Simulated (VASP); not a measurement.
# BN (Qingsongite) (F-43m) in VASP: a series of runs

The runs below take BN (Qingsongite) through single point, with PBE.

Everything below comes from runs of VASP 6.6.1. Logs are shortened: lines on timing, memory, paths and dates and some standing lists are left out, and cuts for length are marked.

### 1 The cell of the first run

The structure is cubic, space group F-43m (No. 216). Conventional cell: a = 3.696 Å, b = 3.696 Å, c = 3.696 Å, α = 90.00°, β = 90.00°, γ = 90.00°. Within 2.1 Å of B (site symmetry -43m) lie 4 N at 1.60 Å. N (site symmetry -43m) has 4 B at 1.60 Å within 2.1 Å.

### 2 Single point, PBE (volume scaled by 1.06)

INCAR reads:

```
SYSTEM = BN
  PREC = Accurate
  ENCUT = 520
  EDIFF = 1E-6
  ISMEAR = 0
  SIGMA = 0.02
  LREAL = .FALSE.
  LASPH = .TRUE.
  NELM = 60
  ALGO = Normal
  ISIF = 2
  LWAVE = .FALSE.
  LCHARG = .FALSE.
  GGA = PE
  NBANDS = 11
```

KPOINTS reads:

```
regular mesh
0
G
  12 12 12
  0 0 0
```

POSCAR reads:

```
BN
1.0
    0.0000000000      1.8478714735      1.8478714735
    1.8478714735      0.0000000000      1.8478714735
    1.8478714735      1.8478714735      0.0000000000
B N
1 1
Direct
    0.0000000000      0.0000000000      0.0000000000
    0.2500000000      0.2500000000      0.2500000000
```

Potentials or basis: VASP PAW PBE potentials, release 64 (B, N).

On the command line:

```
$ cat potpaw_PBE.64/B/POTCAR potpaw_PBE.64/N/POTCAR > POTCAR
$ mpirun -np 1 vasp_std > vasp.out
```

OUTCAR:

```text
SYSTEM = BN
   PREC = Accurate
   ENCUT = 520
   EDIFF = 1E-6
   ISMEAR = 0
   LREAL = .FALSE.
   LASPH = .TRUE.
   NELM = 60
   ISIF = 2
   GGA = PE

 ion  position               nearest neighbor table
   1  0.000  0.000  0.000-   2 1.60   2 1.60   2 1.60   2 1.60
   2  0.250  0.250  0.250-   1 1.60   1 1.60   1 1.60   1 1.60

  LATTYP: Found a face centered cubic cell.
 ALAT       =     3.6957429470

  Lattice vectors:

 A1 = (   0.0000000000,   1.8478714735,   1.8478714735)
 A2 = (   1.8478714735,   0.0000000000,   1.8478714735)
 A3 = (   1.8478714735,   1.8478714735,   0.0000000000)

Analysis of symmetry for initial positions (statically):
=====================================================================
 Subroutine PRICEL returns:
 Original cell was already a primitive cell.

 Routine SETGRP: Setting up the symmetry group for a
 face centered cubic supercell.

 Subroutine GETGRP returns: Found 24 space group operations
 (whereof 24 operations were pure point group operations)
 out of a pool of 48 trial point group operations.

The static configuration has the point symmetry T_d .

Analysis of symmetry for dynamics (positions and initial velocities):
=====================================================================
 Subroutine PRICEL returns:
 Original cell was already a primitive cell.

 Routine SETGRP: Setting up the symmetry group for a
 face centered cubic supercell.

 Subroutine GETGRP returns: Found 24 space group operations
 (whereof 24 operations were pure point group operations)
 out of a pool of 48 trial point group operations.

The dynamic configuration has the point symmetry T_d .

 Subroutine INISYM returns: Found 24 space group operations
 (whereof 24 operations are pure point group operations),
 and found     1 'primitive' translations

----------------------------------------------------------------------------------------

                                     Primitive cell

  volume of cell :      12.6196

  direct lattice vectors                    reciprocal lattice vectors
     0.000000000  1.847871473  1.847871473    -0.270581589  0.270581589  0.270581589
     1.847871473  0.000000000  1.847871473     0.270581589 -0.270581589  0.270581589
     1.847871473  1.847871473  0.000000000     0.270581589  0.270581589 -0.270581589

  length of vectors
     2.613284899  2.613284899  2.613284899     0.468661060  0.468661060  0.468661060

  position of ions in fractional coordinates (direct lattice)
     0.000000000  0.000000000  0.000000000
     0.250000000  0.250000000  0.250000000

  ion indices of the primitive-cell ions
   primitive index   ion index
                 1           1
                 2           2

----------------------------------------------------------------------------------------

 KPOINTS: regular mesh

Automatic generation of k-mesh.
 Grid dimensions read from file:
 generate k-points for:   12   12   12

 Generating k-lattice:

  Cartesian coordinates                     Fractional coordinates (reciprocal lattice)
    -0.022548466  0.022548466  0.022548466     0.083333333  0.000000000  0.000000000
     0.022548466 -0.022548466  0.022548466     0.000000000  0.083333333  0.000000000
     0.022548466  0.022548466 -0.022548466     0.000000000  0.000000000  0.083333333

  Length of vectors
     0.039055088  0.039055088  0.039055088

  Shift w.r.t. Gamma in fractional coordinates (k-lattice)
     0.000000000  0.000000000  0.000000000

 Subroutine IBZKPT returns following result:
 ===========================================

 Found     72 irreducible k-points:

 Following reciprocal coordinates:
            Coordinates               Weight
  0.000000  0.000000  0.000000      1.000000
  0.083333  0.000000  0.000000      8.000000
  0.166667  0.000000  0.000000      8.000000
  0.250000  0.000000  0.000000      8.000000
  0.333333  0.000000  0.000000      8.000000
  0.416667  0.000000  0.000000      8.000000
[... 16 lines left out ...]
  0.500000  0.166667  0.000000     24.000000
 -0.416667  0.166667  0.000000     24.000000
 [... further k-points ...]
   k-points           NKPTS =     72   k-points in BZ     NKDIM =     72   number of bands    NBANDS=     11
   number of dos      NEDOS =    301   number of ions     NIONS =      2
   total plane-waves  NPLWV =   8000
   dimension x,y,z NGX =    20 NGY =   20 NGZ =   20
   dimension x,y,z NGXF=    40 NGYF=   40 NGZF=   40
   ions per type =               1   1
   NGX,Y,Z   is equivalent  to a cutoff of  12.72, 12.72, 12.72 a.u.
   NGXF,Y,Z  is equivalent  to a cutoff of  25.45, 25.45, 25.45 a.u.
 SYSTEM =  BN
   PREC   = accura    normal or accurate (medium, high low for compatibility)
   ISTART =      0    job   : 0-new  1-cont  2-samecut
   ICHARG =      2    charge: 1-file 2-atom 10-const
   ISPIN  =      1    spin polarized calculation?
   LNONCOLLINEAR =      F non collinear calculations
   LSORBIT =      F    spin-orbit coupling
   LASPH  =      T    aspherical Exc in radial PAW
   ENCUT  =  520.0 eV  38.22 Ry    6.18 a.u.   4.86  4.86  4.86*2*pi/ulx,y,z
   NELM   =     60;   NELMIN=  2; NELMDL= -5     # of ELM steps
   EDIFF  = 0.1E-05   stopping-criterion for ELM
   LREAL  =      F    real-space projection
   EDIFFG = 0.1E-04   stopping-criterion for IOM
   NSW    =      0    number of steps for IOM
   IBRION =     -1    ionic relax: 0-MD 1-quasi-New 2-CG
   NFREE  =      0    steps in history (QN), initial steepest desc. (CG)
   ISIF   =      2    stress and relaxation
   ISYM   =      2    0-nonsym 1-usesym 2-fastsym
   POTIM  = 0.5000    time-step for ionic-motion
   TEBEG  =    0.0;   TEEND  =   0.0 temperature during run
   PSTRESS=    0.0 pullay stress
   NELECT =       8.0000    total number of electrons
   NUPDOWN=      -1.0000    fix difference up-down
   EMIN   =  10.00;   EMAX   =-10.00  energy-range for DOS
   EFERMI =   0.00;   METHOD = LEGACY
   ISMEAR =     0;   SIGMA  =   0.02  broadening in eV -4-tet -1-fermi 0-gaus
   EFERMI_NEDOS =   21; number of points for ismear=-14 and -15
   IALGO  =     38    algorithm
   IMIX   =      4    mixing-type and parameters
     AMIX     =   0.40;   BMIX     =  1.00
     AMIX_MAG =   1.60;   BMIX_MAG =  1.00
  volume/ion in A,a.u.               =       6.31        42.58
  Fermi-wavevector in a.u.,A,eV,Ry     =   1.406338  2.657594 26.909423  1.977787
  Thomas-Fermi vector in A             =   2.528708
   LORBIT       =      0    0 simple, 1 ext, 2 COOP (PROOUT), +10 PAW based schemes
   GGA     = PE    functional components
   LHFCALC =     F    Hartree Fock is set to
   AEXX    =    0.0000 exact exchange contribution
   IVDW    =     0    specifies the selected vdW correction
   LEPSILON=     F    determine dielectric tensor
   LRPA    =     F    only Hartree local field effects (RPA)
 non-spin polarized calculation
 Gauss-broadening in eV      SIGMA  =   0.02
  energy-cutoff  :      520.00
  volume of cell :       12.62
 maximum number of plane-waves:       347
   NGX =  9   NGY =  9   NGZ =  9

 number of electron       8.0000002 magnetization

 Free energy of the ion-electron system (eV)
  ---------------------------------------------------
  ext. energy  EPLUGINS =         0.00000000
  ---------------------------------------------------
  free energy    TOTEN  =       -17.40754849 eV

  energy without entropy =      -17.40754849  energy(sigma->0) =      -17.40754849

 E-fermi :   6.7090     XC(G=0): -12.4977

 val. band max:        6.6085193957   @ k =   0.0000   0.0000   0.0000
 cond. band min:      10.9944912703   @ k =   0.5000   0.5000   0.0000
 fundamental gap:      4.3859718746
 Fermi energy:         6.7090337728

 k-point     1 :       0.0000    0.0000    0.0000
  band No.  band energies     occupation
      1     -12.8883      2.00000
      2       6.6085      2.00000
      3       6.6085      2.00000
      4       6.6085      2.00000
      5      15.1135      0.00000
      6      15.1135      0.00000
      7      15.1135      0.00000
      8      15.9010      0.00000
      9      30.1387      0.00000
     10      33.5825      0.00000
     11      33.5825      0.00000

 k-point     2 :       0.0833    0.0000    0.0000
  band No.  band energies     occupation
      1     -12.7283      2.00000
      2       5.7334      2.00000
      3       6.4406      2.00000
      4       6.4406      2.00000
      5      15.2040      0.00000
      6      15.3679      0.00000
      7      15.3679      0.00000
      8      16.5449      0.00000
      9      30.0601      0.00000
     10      31.4861      0.00000
     11      31.4861      0.00000

 k-point     3 :       0.1667    0.0000    0.0000
  band No.  band energies     occupation
      1     -12.2550      2.00000
      2       3.7283      2.00000
      3       6.0306      2.00000
      4       6.0306      2.00000
      5      15.3678      0.00000
      6      15.9632      0.00000
      7      15.9632      0.00000
      8      17.9432      0.00000
      9      29.7193      0.00000
     10      30.0022      0.00000
     11      30.0022      0.00000

 k-point     4 :       0.2500    0.0000    0.0000
  band No.  band energies     occupation
      1     -11.4935      2.00000
      2       1.3834      2.00000
      3       5.5547      2.00000
      4       5.5547      2.00000
      5      15.5619      0.00000
      6      16.5442      0.00000
      7      16.5442      0.00000
      8      19.3247      0.00000
      9      29.2307      0.00000
     10      29.5918      0.00000
     11      29.5918      0.00000

 k-point     5 :       0.3333    0.0000    0.0000
  band No.  band energies     occupation
      1     -10.5093      2.00000
      2      -0.8748      2.00000
      3       5.1472      2.00000
      4       5.1472      2.00000
      5      15.7410      0.00000
      6      16.8627      0.00000
      7      16.8627      0.00000
      8      20.3642      0.00000
      9      28.9639      0.00000
     10      30.2905      0.00000
     11      30.2905      0.00000
[... 211 lines left out ...]
 k-point    21 :       0.3333    0.1667    0.0000
  band No.  band energies     occupation
      1     -10.6624      2.00000
      2       0.7966      2.00000
      3       4.0247      2.00000
      4       4.2409      2.00000
      5      14.3762      0.00000
      6      18.0595      0.00000
      7      18.8276      0.00000
      8      18.8856      0.00000
      9      25.3683      0.00000
     10      31.8102      0.00000
     11      33.8682      0.00000

 k-point    22 :       0.4167    0.1667    0.0000
  band No.  band energies     occupation
      1      -9.6757      2.00000
      2      -1.1634      2.00000
      3       3.6281      2.00000
      4       3.8496      2.00000
      5      14.7788      0.00000
      6      18.2379      0.00000
      7      18.9328      0.00000
      8      19.7152      0.00000
      9      26.2182      0.00000
     10      31.5987      0.00000
     11      34.0416      0.00000

 k-point    23 :       0.5000    0.1667    0.0000
  band No.  band energies     occupation
      1      -8.8015      2.00000
      2      -2.5954      2.00000
      3       3.0771      2.00000
      4       3.9150      2.00000
      5      15.1357      0.00000
      6      18.1597      0.00000
      7      18.7233      0.00000
      8      20.9076      0.00000
      9      26.5862      0.00000
     10      31.7382      0.00000
     11      33.2490      0.00000

 k-point    24 :      -0.4167    0.1667    0.0000
  band No.  band energies     occupation
      1      -8.6391      2.00000
      2      -2.8362      2.00000
      3       2.7017      2.00000
      4       4.2079      2.00000
      5      15.5696      0.00000
      6      18.0133      0.00000
      7      18.3554      0.00000
      8      21.4498      0.00000
      9      26.8666      0.00000
     10      31.1546      0.00000
     11      31.9951      0.00000

 [... further k-points ...]

------------------------ aborting loop because EDIFF is reached ----------------------------------------

  FORCE on cell =-STRESS in cart. coord.  units (eV):
  Direction    XX          YY          ZZ          XY          YZ          ZX
  --------------------------------------------------------------------------------------
  -------------------------------------------------------------------------------------
  Total       -1.5239475     -1.5239475     -1.5239475      0.0000000      0.0000000     -0.0000000
  in kB     -193.4796557   -193.4796557   -193.4796557      0.0000000      0.0000000     -0.0000000
  external PRESSURE =    -193.4796557 kB  Pullay stress =       0.0000000 kB

 VOLUME and BASIS-vectors are now :
 -----------------------------------------------------------------------------
  energy-cutoff  :      520.00
  volume of cell :       12.62
      direct lattice vectors                 reciprocal lattice vectors
     0.000000000  1.847871473  1.847871473    -0.270581589  0.270581589  0.270581589
     1.847871473  0.000000000  1.847871473     0.270581589 -0.270581589  0.270581589
     1.847871473  1.847871473  0.000000000     0.270581589  0.270581589 -0.270581589

 POSITION                                       TOTAL-FORCE (eV/Angst)
 -----------------------------------------------------------------------------------
      0.00000      0.00000      0.00000         0.000000     -0.000000      0.000000
      0.92394      0.92394      0.92394        -0.000000      0.000000     -0.000000
 -----------------------------------------------------------------------------------
    total drift:                               -0.000000     -0.000000      0.000000

  FREE ENERGIE OF THE ION-ELECTRON SYSTEM (eV)
  ---------------------------------------------------
  free  energy   TOTEN  =       -17.4075484886 eV

  energy  without entropy=      -17.4075484886  energy(sigma->0) =      -17.40754849
```

Run time: 7.5 s. Hardware: 1 thread of Intel Xeon Platinum 8259CL at 2.50GHz (Skylake/Cascade Lake), shared host; peak memory 0.12 GiB.

Results:

* Free energy: -17.4075 eV
* Pressure: -19.3 GPa
* Band gap on the k mesh: 4.39 eV, indirect (least direct gap 8.51 eV)

Levels at points of the mesh, in eV from the valence-band top:
| k point | band 1 | band 2 | band 3 | band 4 | band 5 | band 6 | band 7 | band 8 | band 9 |
| --- | --- | --- | --- | --- | --- | --- | --- | --- | --- |
| (0.00, 0.00, 0.00) | -19.50 | 0.00 | 0.00 | 0.00 | 8.50 | 8.50 | 8.50 | 9.29 | 23.53 |
| (0.50, 0.00, 0.00) | -15.59 | -10.10 | -1.82 | -1.82 | 9.30 | 10.34 | 10.34 | 14.58 | 22.54 |
| (0.50, 0.50, 0.00) | -14.31 | -8.50 | -4.59 | -4.59 | 4.39 | 8.85 | 16.92 | 16.92 | 19.70 |

### 3 Single point, PBE (volume scaled by 1.10)

INCAR reads:

```
ALGO = Normal ; EDIFF = 1E-6
ENCUT = 520 ; GGA = PE
ISIF = 2 ; ISMEAR = 0
LASPH = True ; LCHARG = False
LREAL = False ; LWAVE = False
NBANDS = 11 ; NELM = 100
PREC = Accurate ; SIGMA = 0.02
```

KPOINTS reads:

```
k-points
0
Gamma
  12 12 12
```

POSCAR reads:

```
BN
1.0
    0.0000000000      1.8708287460      1.8708287460
    1.8708287460      0.0000000000      1.8708287460
    1.8708287460      1.8708287460      0.0000000000
B N
1 1
Direct
    0.0000000000      0.0000000000      0.0000000000
    0.2500000000      0.2500000000      0.2500000000
```

Potentials or basis: VASP PAW PBE potentials, release 64 (B, N).

On the command line:

```
$ cat potpaw_PBE.64/B/POTCAR potpaw_PBE.64/N/POTCAR > POTCAR
$ mpirun -np 1 vasp_std > vasp.out
```

Wall time 7.4 s (1 thread of Intel Xeon Platinum 8259CL at 2.50GHz (Skylake/Cascade Lake), shared host); peak memory 0.12 GiB.

It converged, with:

```
Free energy            : -17.3350 eV
Pressure               : -29.7 GPa
Band gap on the k mesh : 4.34 eV, indirect (least direct gap 8.33 eV)
```

Levels at points of the mesh, in eV from the valence-band top:
```csv
k point,band 1,band 2,band 3,band 4,band 5,band 6,band 7,band 8
"(0.00, 0.00, 0.00)",-19.10,0.00,0.00,0.00,8.33,8.33,8.33,8.72
"(0.50, 0.00, 0.00)",-15.36,-9.78,-1.75,-1.75,8.84,10.13,10.13,14.20
"(0.50, 0.50, 0.00)",-14.13,-8.27,-4.42,-4.42,4.34,8.64,16.38,16.38
```

 A k mesh can miss the band edges.

### 4 Single point, PBE (volume scaled by 0.91)

INCAR reads:

```
SYSTEM = BN
PREC = Accurate
ENCUT = 600
EDIFF = 1E-6
ISMEAR = 0
SIGMA = 0.02
LREAL = .FALSE.
LASPH = .TRUE.
NELM = 120
ALGO = Normal
ISIF = 2
LWAVE = .FALSE.
LCHARG = .TRUE.
GGA = PE
LELF = .TRUE.
LVHAR = .TRUE.
NBANDS = 11
GGA_COMPAT = .FALSE.
```

KPOINTS reads:

```
Automatic mesh
0
G
  12 12 12
  0 0 0
```

POSCAR reads:

```
BN
1.0
    0.0000000000      1.7562389447      1.7562389447
    1.7562389447      0.0000000000      1.7562389447
    1.7562389447      1.7562389447      0.0000000000
B N
1 1
Direct
    0.0000000000      0.0000000000      0.0000000000
    0.2500000000      0.2500000000      0.2500000000
```

On the command line:

```
$ cat potpaw_PBE.64/B/POTCAR potpaw_PBE.64/N/POTCAR > POTCAR
$ mpirun -np 1 vasp_std > vasp.out
```

Run time: 7.9 s. Hardware: 1 thread of AMD EPYC 7R13 (Zen 3), shared host; peak memory 0.09 GiB.

Results (log left out):

* Free energy: -17.3209 eV
* Pressure: 41.9 GPa
* Band gap on the k mesh: 4.55 eV, indirect (least direct gap 9.23 eV)

Levels at points of the mesh, in eV from the valence-band top:
```tsv
k point	band 1	band 2	band 3	band 4	band 5	band 6	band 7	band 8
(0.00, 0.00, 0.00)	-21.25	0.00	0.00	0.00	9.23	9.23	9.23	11.79
(0.50, 0.00, 0.00)	-16.61	-11.51	-2.11	-2.11	11.18	11.18	11.30	16.14
(0.50, 0.50, 0.00)	-15.12	-9.50	-5.35	-5.35	4.55	9.71	19.28	19.28
```

 A k mesh can miss the band edges.

### 5 Summary

| cell | cutoff (eV) | gap on the mesh (eV) | pressure (GPa) |
| --- | --- | --- | --- |
| a = 2.613 Å, angles 60.0°, 2 atoms | 520 | 4.39 | -19.3 |
| a = 2.646 Å, angles 60.0°, 2 atoms | 520 | 4.34 | -29.7 |
| a = 2.484 Å, angles 60.0°, 2 atoms | 600 | 4.55 | 41.9 |

Alike in all rows: task single point; level PBE; potentials or basis VASP PAW PBE potentials, release 64 (B, N); no spin polarisation; k mesh 12 × 12 × 12; smearing gaussian 0.02 eV.

Total energies depend on the potentials used, so only differences within one code and one set of settings carry meaning.
